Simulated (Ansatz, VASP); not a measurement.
**One calculation of In2As2H, two programs**

INCAR

```
PREC = Accurate
ENCUT = 520
EDIFF = 1E-7
ISMEAR = 0
SIGMA = 0.1
LREAL = F
LASPH = T
NELM = 60
ALGO = Normal
ISIF = 2
LWAVE = F
LCHARG = T
LDIPOL = T
IDIPOL = 3
DIPOL = 0.5 0.5 0.338
GGA = PE
IVDW = 12
LELF = T
LVHAR = T
LVACPOTAV = T
NBANDS = 26
```

KPOINTS

```
regular mesh
0
Gamma
  6 6 1
```

POSCAR

```
In2As2H
1.0
    4.3220706691      0.0000000000      0.0000000000
   -2.1610353346      3.7430229964      0.0000000000
    0.0000000000      0.0000000000     21.7386927198
As In H
2 2 1
Direct
    0.0000000000      0.0000000000      0.1840037049
    0.3333333333      0.6666666667      0.3557112058
    0.3333333333      0.6666666667      0.2245875152
    0.6666666667      0.3333333333      0.3881876812
    0.6666666667      1.2222222222      0.5399907378
```

Input for Ansatz:

```yaml
crystal:
  lattice:
    - [4.3220706691, 0.0, 0.0]
    - [-2.1610353346, 3.7430229964, 0.0]
    - [0.0, 0.0, 21.7386927198]
  atoms:
    - { symbol: As, position: [0.0, 0.0, 0.1840037049] }
    - { symbol: In, position: [0.3333333333, 0.6666666667, 0.2245875152] }
    - { symbol: As, position: [0.3333333333, 0.6666666667, 0.3557112058] }
    - { symbol: In, position: [0.6666666667, 0.3333333333, 0.3881876812] }
    - { symbol: H, position: [0.6666666667, 1.2222222222, 0.5399907378] }
basis:
  ecutwfc: 420
kpoints:
  mp_grid: { grid: [6, 6, 1] }
hamiltonian:
  xc: pbe
  pseudopotentials: { kind: paw, azcp: { folder: soft_1 } }
  dispersion: d3bj
scf:
  occupations: { method: gaussian, width: 0.1 }
output:
  forces: true
  eigenvalues: true
efield:
  axis: 3
  dipole_correction: true
  ramp_width: 0.04
```

Alike in both runs: task single point; functional PBE; dispersion D3(BJ); k mesh 6 × 6 × 1; occupations gaussian, width 0.1 eV; no spin polarisation.

```csv
,VASP,Ansatz
version,VASP 6.6.1,Ansatz 0.2.0
potentials or method,"VASP PAW PBE potentials, release 64 (As, In_d, H), cutoff 520 eV","scalar-relativistic, plane waves, PAW"
valence electrons in the cell,37,57
```

Ansatz gave:

```
gap on the k mesh at the Fermi level (eV)  : none
rms of the force components (eV/Å)         : 0.280
work function, face that differs most (eV) : 5.64
```

Problem. What did VASP give for the same quantities?

Solution. gap on the k mesh at the Fermi level (eV): none; rms of the force components (eV/Å): 0.282; work function, face that differs most (eV): 5.64.

A gap of «none» marks a metal or a gap that the smearing closes. VASP's potentials hold 37 valence electrons a cell and Ansatz's 57, so a difference there can come from the potentials and not from the codes.
